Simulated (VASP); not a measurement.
Write the native input for VASP 6.6.1 that does the following.

| Property | Result |
| --- | --- |
| Task | single point |
| Functional | PBEsol |
| Potentials or basis | VASP PAW PBE potentials, release 64 (Li_sv) |
| Cutoff | 520 eV |
| k mesh | 18 × 18 × 18 |
| Occupations | fermi-dirac, width 0.05 eV |
| Spin | no spin polarisation |
| Dipole correction | no |
| Further INCAR settings | ALGO = Normal; EDIFF = 1e-06; NBANDS = 8 |

The structure of Li lies in POSCAR:

```
Li
1.0
   -1.5359045873      1.5359045873      1.5359045873
    1.5359045873     -1.5359045873      1.5359045873
    1.5359045873      1.5359045873     -1.5359045873
Li
1
Direct
    0.0000000000      0.0000000000      0.0000000000
```

One way to write it, as run:

INCAR

```
PREC     = Accurate       # precision mode
ENCUT    = 520            # plane-wave cutoff, eV
EDIFF    = 1E-6           # SCF threshold, eV
ISMEAR   = -1             # smearing method
SIGMA    = 0.05           # smearing width, eV
LREAL    = False          # projectors in reciprocal space
LASPH    = True           # aspherical terms in the spheres
NELM     = 100            # most SCF steps
ALGO     = Normal         # electronic algorithm
ISIF     = 2              # what is computed and relaxed
LWAVE    = False          # write WAVECAR
LCHARG   = False          # write CHGCAR
GGA      = PS             # functional
NBANDS   = 8              # bands
```

KPOINTS

```
Automatic mesh
0
Gamma
  18 18 18
```

Potentials or basis: VASP PAW PBE potentials, release 64 (Li_sv).

Command:

```bash
$ cat potpaw_PBE.64/Li_sv/POTCAR > POTCAR
$ mpirun -np 1 vasp_std > vasp.out
```

Wall time 8.7 s on 1 thread of Intel(R) Xeon(R) 6975P-C (Granite Rapids), with other jobs on the host, peak memory 0.13 GiB.
